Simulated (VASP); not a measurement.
# SnSe (P1) in VASP: a series of runs

SnSe is run at these levels: PBE; tasks: single point.

Program: VASP 6.6.1. These are calculated values, not measurements. Logs are shortened: lines on timing, memory, paths and dates and some standing lists are left out, and cuts for length are marked.

**1. The cell of the first run**

The typed cell holds 4 atoms: a = 5.075 Å, b = 5.075 Å, c = 6.174 Å, α = 90.00°, β = 90.00°, γ = 120.00°.

**2. Single point, PBE**

Input file INCAR:

```
ALGO     = Normal         # electronic algorithm
EDIFF    = 1E-6           # SCF threshold, eV
ENCUT    = 520            # plane-wave cutoff, eV
GGA      = PE             # functional
ISIF     = 2              # what is computed and relaxed
ISMEAR   = -1             # smearing method
LASPH    = True           # aspherical terms in the spheres
LCHARG   = False          # write CHGCAR
LREAL    = False          # projectors in reciprocal space
LWAVE    = False          # write WAVECAR
NBANDS   = 28             # bands
NELM     = 100            # most SCF steps
PREC     = Accurate       # precision mode
SIGMA    = 0.146          # smearing width, eV
```

Input file KPOINTS:

```
k-points
0
Gamma
  6 6 2
```

Input file POSCAR:

```
SnSe
1.0
    5.0747781503      0.0000000000      0.0000000000
   -2.5373890752      4.3948867967      0.0000000000
    0.0000000000      0.0000000000      6.1736757433
Sn Se
2 2
Direct
    0.2763258154      0.6274935232     -0.0282454096
    0.7310759412      0.3737559296      0.4753082478
    0.3320874711      0.6550230150      0.3862684241
    0.6567861343      0.3430987122      0.9039203275
```

Potentials or basis: VASP PAW PBE potentials, release 64 (Sn_d, Se).

Started as:

```bash
cat potpaw_PBE.64/Sn_d/POTCAR potpaw_PBE.64/Se/POTCAR > POTCAR
mpirun -np 1 vasp_std > vasp.out
```

OUTCAR:

```text
EDIFF = 1E-6
   ENCUT = 520
   GGA = PE
   ISIF = 2
   ISMEAR = -1
   LASPH = True
   LREAL = False
   NELM = 100
   PREC = Accurate

 ion  position               nearest neighbor table
   1  0.276  0.627  0.972-   3 2.57   4 2.76   4 2.96   4 3.17
   2  0.731  0.374  0.475-   4 2.67   3 2.70   3 3.05   3 3.21
   3  0.332  0.655  0.386-   1 2.57   2 2.70   2 3.05   2 3.21
   4  0.657  0.343  0.904-   2 2.67   1 2.76   1 2.96   1 3.17

  LATTYP: Found a hexagonal cell.
 ALAT       =     5.0747781503
 C/A-ratio  =     1.2165410113

  Lattice vectors:

 A1 = (   5.0747781503,   0.0000000000,   0.0000000000)
 A2 = (  -2.5373890752,   4.3948867967,   0.0000000000)
 A3 = (   0.0000000000,   0.0000000000,   6.1736757433)

Analysis of symmetry for initial positions (statically):
=====================================================================
 Subroutine PRICEL returns:
 Original cell was already a primitive cell.

 Routine SETGRP: Setting up the symmetry group for a
 hexagonal supercell.

 Subroutine GETGRP returns: Found  1 space group operations
 (whereof  1 operations were pure point group operations)
 out of a pool of 24 trial point group operations.

The static configuration has the point symmetry C_1 .

Analysis of symmetry for dynamics (positions and initial velocities):
=====================================================================
 Subroutine PRICEL returns:
 Original cell was already a primitive cell.

 Routine SETGRP: Setting up the symmetry group for a
 hexagonal supercell.

 Subroutine GETGRP returns: Found  1 space group operations
 (whereof  1 operations were pure point group operations)
 out of a pool of 24 trial point group operations.

The dynamic configuration has the point symmetry C_1 .

 Subroutine INISYM returns: Found  1 space group operations
 (whereof  1 operations are pure point group operations),
 and found     1 'primitive' translations

----------------------------------------------------------------------------------------

                                     Primitive cell

  volume of cell :     137.6920

  direct lattice vectors                    reciprocal lattice vectors
     5.074778150  0.000000000  0.000000000     0.197052949  0.113768573  0.000000000
    -2.537389075  4.394886797  0.000000000     0.000000000  0.227537146  0.000000000
     0.000000000  0.000000000  6.173675743     0.000000000  0.000000000  0.161978057

  length of vectors
     5.074778150  5.074778150  6.173675743     0.227537146  0.227537146  0.161978057

  position of ions in fractional coordinates (direct lattice)
     0.276325815  0.627493523  0.971754590
     0.731075941  0.373755930  0.475308248
     0.332087471  0.655023015  0.386268424
     0.656786134  0.343098712  0.903920328

  ion indices of the primitive-cell ions
   primitive index   ion index
                 1           1
                 2           2
                 3           3
                 4           4

----------------------------------------------------------------------------------------

 KPOINTS: k-points

Automatic generation of k-mesh.
 Grid dimensions read from file:
 generate k-points for:    6    6    2

 Generating k-lattice:

  Cartesian coordinates                     Fractional coordinates (reciprocal lattice)
     0.032842158  0.018961429  0.000000000     0.166666667  0.000000000  0.000000000
     0.000000000  0.037922858  0.000000000     0.000000000  0.166666667  0.000000000
     0.000000000  0.000000000  0.080989028     0.000000000  0.000000000  0.500000000

  Length of vectors
     0.037922858  0.037922858  0.080989028

  Shift w.r.t. Gamma in fractional coordinates (k-lattice)
     0.000000000  0.000000000  0.000000000

 Subroutine IBZKPT returns following result:
 ===========================================

 Found     40 irreducible k-points:

 Following reciprocal coordinates:
            Coordinates               Weight
  0.000000  0.000000  0.000000      1.000000
  0.166667 -0.000000  0.000000      2.000000
  0.000000  0.166667  0.000000      2.000000
 -0.166667  0.166667  0.000000      2.000000
  0.333333 -0.000000  0.000000      2.000000
  0.000000  0.333333  0.000000      2.000000
[... 16 lines left out ...]
  0.000000  0.166667  0.500000      2.000000
 -0.166667  0.166667  0.500000      2.000000
 [... further k-points ...]
   k-points           NKPTS =     40   k-points in BZ     NKDIM =     40   number of bands    NBANDS=     28
   number of dos      NEDOS =    301   number of ions     NIONS =      4
   total plane-waves  NPLWV =  76800
   dimension x,y,z NGX =    40 NGY =   40 NGZ =   48
   dimension x,y,z NGXF=    80 NGYF=   80 NGZF=   96
   ions per type =               2   2
   NGX,Y,Z   is equivalent  to a cutoff of  13.10, 13.10, 12.93 a.u.
   NGXF,Y,Z  is equivalent  to a cutoff of  26.21, 26.21, 25.85 a.u.
 SYSTEM =  unknown system
   PREC   = accura    normal or accurate (medium, high low for compatibility)
   ISTART =      0    job   : 0-new  1-cont  2-samecut
   ICHARG =      2    charge: 1-file 2-atom 10-const
   ISPIN  =      1    spin polarized calculation?
   LNONCOLLINEAR =      F non collinear calculations
   LSORBIT =      F    spin-orbit coupling
   LASPH  =      T    aspherical Exc in radial PAW
   ENCUT  =  520.0 eV  38.22 Ry    6.18 a.u.   9.44  9.44 11.48*2*pi/ulx,y,z
   NELM   =    100;   NELMIN=  2; NELMDL= -5     # of ELM steps
   EDIFF  = 0.1E-05   stopping-criterion for ELM
   LREAL  =      F    real-space projection
   EDIFFG = 0.1E-04   stopping-criterion for IOM
   NSW    =      0    number of steps for IOM
   IBRION =     -1    ionic relax: 0-MD 1-quasi-New 2-CG
   NFREE  =      0    steps in history (QN), initial steepest desc. (CG)
   ISIF   =      2    stress and relaxation
   ISYM   =      2    0-nonsym 1-usesym 2-fastsym
   POTIM  = 0.5000    time-step for ionic-motion
   TEBEG  =    0.0;   TEEND  =   0.0 temperature during run
   PSTRESS=    0.0 pullay stress
   NELECT =      40.0000    total number of electrons
   NUPDOWN=      -1.0000    fix difference up-down
   EMIN   =  10.00;   EMAX   =-10.00  energy-range for DOS
   EFERMI =   0.00;   METHOD = LEGACY
   ISMEAR =    -1;   SIGMA  =   0.15  broadening in eV -4-tet -1-fermi 0-gaus
   EFERMI_NEDOS =   21; number of points for ismear=-14 and -15
   IALGO  =     38    algorithm
   IMIX   =      4    mixing-type and parameters
     AMIX     =   0.40;   BMIX     =  1.00
     AMIX_MAG =   1.60;   BMIX_MAG =  1.00
  volume/ion in A,a.u.               =      34.42       232.30
  Fermi-wavevector in a.u.,A,eV,Ry     =   1.084240  2.048916 15.994679  1.175576
  Thomas-Fermi vector in A             =   2.220325
   LORBIT       =      0    0 simple, 1 ext, 2 COOP (PROOUT), +10 PAW based schemes
   GGA     = PE    functional components
   LHFCALC =     F    Hartree Fock is set to
   AEXX    =    0.0000 exact exchange contribution
   IVDW    =     0    specifies the selected vdW correction
   LEPSILON=     F    determine dielectric tensor
   LRPA    =     F    only Hartree local field effects (RPA)
 non-spin polarized calculation
  energy-cutoff  :      520.00
  volume of cell :      137.69
 maximum number of plane-waves:      3740
 NGX is ok and might be reduce to    40
   NGX = 19   NGY = 19   NGZ = 23

 number of electron      40.0000000 magnetization

 Free energy of the ion-electron system (eV)
  ---------------------------------------------------
  ext. energy  EPLUGINS =         0.00000000
  ---------------------------------------------------
  free energy    TOTEN  =       -15.40294770 eV

  energy without entropy =      -15.37275089  energy(sigma->0) =      -15.38784930

 E-fermi :   3.8831     XC(G=0):  -8.2396

 val. band max:        3.6109407693   @ k =   0.3333   0.3333   0.5000
 cond. band min:       4.2409901455   @ k =  -0.1667   0.3333   0.0000
 fundamental gap:      0.6300493762
 Fermi energy:         3.8830662246

 k-point     1 :       0.0000    0.0000    0.0000
  band No.  band energies     occupation
      1     -18.0330      2.00000
      2     -18.0086      2.00000
      3     -18.0010      2.00000
      4     -17.9975      2.00000
      5     -17.9661      2.00000
      6     -17.9341      2.00000
[... 20 lines left out ...]
     27       8.5393      0.00000
     28       9.5440      0.00000

 k-point     2 :       0.1667   -0.0000    0.0000
  band No.  band energies     occupation
      1     -18.0343      2.00000
      2     -18.0080      2.00000
      3     -17.9995      2.00000
      4     -17.9975      2.00000
      5     -17.9662      2.00000
      6     -17.9342      2.00000
[... 20 lines left out ...]
     27       9.1831      0.00000
     28       9.3284      0.00000

 k-point     3 :       0.0000    0.1667    0.0000
  band No.  band energies     occupation
      1     -18.0331      2.00000
      2     -18.0086      2.00000
      3     -18.0006      2.00000
      4     -17.9976      2.00000
      5     -17.9661      2.00000
      6     -17.9336      2.00000
[... 20 lines left out ...]
     27       8.8102      0.00000
     28       9.3079      0.00000

 k-point     4 :      -0.1667    0.1667    0.0000
  band No.  band energies     occupation
      1     -18.0331      2.00000
      2     -18.0094      2.00000
      3     -17.9994      2.00000
      4     -17.9975      2.00000
      5     -17.9661      2.00000
      6     -17.9335      2.00000
[... 20 lines left out ...]
     27       8.8589      0.00000
     28       9.4160      0.00000

 k-point     5 :       0.3333   -0.0000    0.0000
  band No.  band energies     occupation
      1     -18.0365      2.00000
      2     -18.0068      2.00000
      3     -17.9982      2.00000
      4     -17.9960      2.00000
      5     -17.9664      2.00000
      6     -17.9344      2.00000
[... 20 lines left out ...]
     27       9.0724      0.00000
     28       9.6811      0.00000

 k-point     6 :       0.0000    0.3333    0.0000
  band No.  band energies     occupation
      1     -18.0331      2.00000
      2     -18.0088      2.00000
      3     -17.9998      2.00000
      4     -17.9977      2.00000
      5     -17.9663      2.00000
      6     -17.9326      2.00000
[... 463 lines left out ...]
      5     -17.9677      2.00000
      6     -17.9298      2.00000
[... 20 lines left out ...]
     27       9.3286      0.00000
     28       9.3375      0.00000

 k-point    22 :       0.1667   -0.0000    0.5000
  band No.  band energies     occupation
      1     -18.0338      2.00000
      2     -18.0081      2.00000
      3     -17.9982      2.00000
      4     -17.9956      2.00000
      5     -17.9681      2.00000
      6     -17.9303      2.00000
[... 20 lines left out ...]
     27       9.6495      0.00000
     28       9.8061      0.00000

 k-point    23 :       0.0000    0.1667    0.5000
  band No.  band energies     occupation
      1     -18.0329      2.00000
      2     -18.0088      2.00000
      3     -17.9985      2.00000
      4     -17.9963      2.00000
      5     -17.9677      2.00000
      6     -17.9295      2.00000
[... 20 lines left out ...]
     27       9.7957      0.00000
     28       9.8934      0.00000

 k-point    24 :      -0.1667    0.1667    0.5000
  band No.  band energies     occupation
      1     -18.0329      2.00000
      2     -18.0093      2.00000
      3     -17.9983      2.00000
      4     -17.9956      2.00000
      5     -17.9679      2.00000
      6     -17.9294      2.00000
[... 20 lines left out ...]
     27       9.6976      0.00000
     28       9.8087      0.00000

 [... further k-points ...]
[... 5 lines left out ...]
  --------------------------------------------------------------------------------------
  -------------------------------------------------------------------------------------
  Total        2.4211358      0.7239265      6.5774499      0.7809433      0.1134583      0.1570119
  in kB       28.1722259      8.4235760     76.5349071      9.0870210      1.3201955      1.8269830
  external PRESSURE =      37.7102363 kB  Pullay stress =       0.0000000 kB

 VOLUME and BASIS-vectors are now :
 -----------------------------------------------------------------------------
  energy-cutoff  :      520.00
  volume of cell :      137.69
      direct lattice vectors                 reciprocal lattice vectors
     5.074778150  0.000000000  0.000000000     0.197052949  0.113768573  0.000000000
    -2.537389075  4.394886797  0.000000000     0.000000000  0.227537146  0.000000000
     0.000000000  0.000000000  6.173675743     0.000000000  0.000000000  0.161978057

 POSITION                                       TOTAL-FORCE (eV/Angst)
 -----------------------------------------------------------------------------------
     -0.18990      2.75776      5.99930         0.344771      0.439605     -0.866360
      2.76168      1.64262      2.93440        -0.648122     -0.520757     -0.360728
      0.02322      2.87875      2.38470         0.494991      0.364427      0.985878
      2.46247      1.50788      5.58051        -0.191640     -0.283276      0.241210
 -----------------------------------------------------------------------------------
    total drift:                               -0.000205      0.000442     -0.000767

  FREE ENERGIE OF THE ION-ELECTRON SYSTEM (eV)
  ---------------------------------------------------
  free  energy   TOTEN  =       -15.4029477038 eV

  energy  without entropy=      -15.3727508915  energy(sigma->0) =      -15.38784930
```

Run time: 2.7 min. Hardware: 1 thread of Intel Xeon Platinum 8559C (Emerald Rapids), shared host; peak memory 0.32 GiB.

Results:

```
Free energy            : -15.4029 eV
Pressure               : 3.8 GPa
Largest force          : 1.162 eV/Å
Band gap on the k mesh : 0.63 eV (least direct gap 1.16 eV)
```

Forces in eV/Å, atoms in the order of the input:
```
Sn   0.345  0.440 -0.866
Sn  -0.648 -0.521 -0.361
Se   0.495  0.364  0.986
Se  -0.192 -0.283  0.241
```

Stress tensor (GPa, compression positive):
```
2.82 0.91 0.18
0.91 0.84 0.13
0.18 0.13 7.65
```

Levels at points of the mesh, in eV from the valence-band top:
```csv
k point,band 17,band 18,band 19,band 20,band 21,band 22,band 23,band 24
"(0.00, 0.00, 0.00)",-3.01,-2.63,-2.40,-1.92,0.65,1.77,2.16,3.50
"(0.50, 0.00, 0.00)",-3.80,-2.24,-1.26,-0.47,2.28,2.34,3.19,3.93
"(0.00, 0.50, 0.00)",-3.27,-2.77,-2.18,-0.84,1.75,2.48,2.91,4.33
"(0.50, 0.50, 0.00)",-3.44,-2.52,-1.84,-0.57,1.93,2.42,3.01,4.36
"(0.00, 0.00, 0.50)",-2.55,-2.39,-1.67,-1.36,0.96,1.14,2.01,2.32
"(0.50, 0.00, 0.50)",-2.89,-2.74,-0.55,-0.37,1.19,1.62,3.06,3.18
"(0.00, 0.50, 0.50)",-2.78,-2.64,-1.11,-1.01,1.30,1.51,2.80,3.01
"(0.50, 0.50, 0.50)",-2.68,-2.55,-0.94,-0.88,1.26,1.44,2.90,3.01
```

Caveat: the k points lie up to 0.51 Å⁻¹ apart; the structure was generated, so it needn't be the stable form of SnSe; semilocal functionals underestimate gaps, and a narrow one can read as zero; spin-orbit coupling is left out, which moves the levels of the heavy elements; forces of over 1 eV/Å act on the atoms, so gaps and moduli don't describe the material at rest. A k mesh can miss the band edges.

**3. Single point, PBE**

Input file INCAR:

```
PREC = Accurate
ENCUT = 520
EDIFF = 1E-6
ISMEAR = -1
SIGMA = 0.069
LREAL = F
LASPH = T
NELM = 60
ALGO = Normal
ISIF = 2
LWAVE = F
LCHARG = F
GGA = PE
NBANDS = 28
```

Input file KPOINTS:

```
regular mesh
0
Gamma
  6 6 2
```

Input file POSCAR:

```
SnSe
1.0
    5.0747781503      0.0000000000      0.0000000000
   -2.5373890752      4.3948867967      0.0000000000
    0.0000000000      0.0000000000      6.1736757433
Sn Se
2 2
Direct
    0.3231202639      0.6657318232     -0.0373850214
    0.6684139957      0.3275956962      0.4621352204
    0.3228166401      0.6491502812      0.4087777047
    0.6899091964      0.3608800575      0.9149515191
```

Potentials or basis: VASP PAW PBE potentials, release 64 (Sn_d, Se).

Started as:

```bash
cat potpaw_PBE.64/Sn_d/POTCAR potpaw_PBE.64/Se/POTCAR > POTCAR
mpirun -np 1 vasp_std > vasp.out
```

It took 2.1 min on 1 thread of Intel Xeon Platinum 8559C (Emerald Rapids), shared host; peak memory 0.32 GiB.

The run converged. Its results:

```
Free energy            : -15.6688 eV
Pressure               : 1.8 GPa
Largest force          : 0.335 eV/Å
Band gap on the k mesh : 0.75 eV (least direct gap 0.90 eV)
```

Forces on the atoms (eV/Å):
```
Sn   0.239  0.232 -0.024
Sn  -0.049 -0.050  0.094
Se  -0.001 -0.031  0.070
Se  -0.189 -0.152 -0.140
```

Stress tensor (GPa, compression positive):
```
 0.52  0.17 -0.03
 0.17  0.48 -0.03
-0.03 -0.03  4.33
```

Levels at points of the mesh, in eV from the valence-band top:
```csv
k point,band 17,band 18,band 19,band 20,band 21,band 22,band 23,band 24
"(0.00, 0.00, 0.00)",-3.36,-2.47,-2.33,-2.21,0.91,1.20,2.22,3.05
"(0.50, 0.00, 0.00)",-3.63,-2.58,-1.95,-0.64,2.23,2.76,2.98,4.02
"(0.00, 0.50, 0.00)",-3.32,-2.77,-2.19,-0.94,1.94,2.81,2.94,3.46
"(0.50, 0.50, 0.00)",-3.45,-2.73,-2.08,-0.77,2.05,2.81,2.91,3.95
"(0.00, 0.00, 0.50)",-2.92,-2.70,-1.73,-1.62,1.12,1.34,1.66,1.96
"(0.50, 0.00, 0.50)",-2.51,-2.44,-0.95,-0.77,0.96,1.07,2.82,2.97
"(0.00, 0.50, 0.50)",-2.70,-2.65,-0.91,-0.80,1.02,1.17,2.54,2.65
"(0.50, 0.50, 0.50)",-2.53,-2.48,-0.97,-0.95,0.98,1.09,2.70,2.76
```

Caveat: the k points lie up to 0.51 Å⁻¹ apart; the atoms stand as in a frame of molecular dynamics; the structure was generated, so it needn't be the stable form of SnSe; semilocal functionals underestimate gaps, and a narrow one can read as zero; spin-orbit coupling is left out, which moves the levels of the heavy elements.
